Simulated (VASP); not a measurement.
Write the native input for VASP 6.6.1 that does the following.

```yaml
Task: single point
Functional: PBE
Potentials_or_basis: VASP PAW PBE potentials, release 64 (Te)
Cutoff: 520 eV
k_mesh: 7 × 7 × 5
Occupations: fermi-dirac, width 0.02 eV
Spin: no spin polarisation
Dipole_correction: no
Further_INCAR_settings: ALGO = Normal; EDIFF = 1e-07; NBANDS = 16
```

The structure of Te lies in POSCAR:

```
Te
1.0
    4.6013525159      0.0000000000      0.0000000000
   -2.3006762580      3.9848881706      0.0000000000
    0.0000000000      0.0000000000      5.9000620010
Te
3
Direct
    0.2566971700      0.0000000000      0.3333333300
    0.0000000000      0.2566971700      0.6666666700
    0.7433028300      0.7433028300      0.0000000000
```

One way to write it, as run:

INCAR

```
SYSTEM = Te
ALGO = Normal
EDIFF = 1E-7
ENCUT = 520
GGA = PE
ISIF = 2
ISMEAR = -1
LASPH = .True.
LCHARG = .True.
LELF = .True.
LREAL = .False.
LVHAR = .True.
LWAVE = .False.
NBANDS = 16
NELM = 80
PREC = Accurate
SIGMA = 0.02
```

KPOINTS

```
k-points
0
Gamma
  7 7 5
  0 0 0
```

Potentials or basis: VASP PAW PBE potentials, release 64 (Te).

The run is started by

```console
$ cat potpaw_PBE.64/Te/POTCAR > POTCAR
$ mpirun -np 1 vasp_std > vasp.out
```

Results of the run:

```
Pressure               : 0.6 GPa
Largest force          : 0.217 eV/Å
Band gap on the k mesh : 0.77 eV, indirect (least direct gap 0.91 eV)
```

Caveat: spin-orbit coupling is left out, which moves the levels of the heavy elements.

It took 55 s on 1 thread of AMD EPYC 7R13 Processor (Zen 3), with other jobs on the host, peak memory 0.21 GiB.
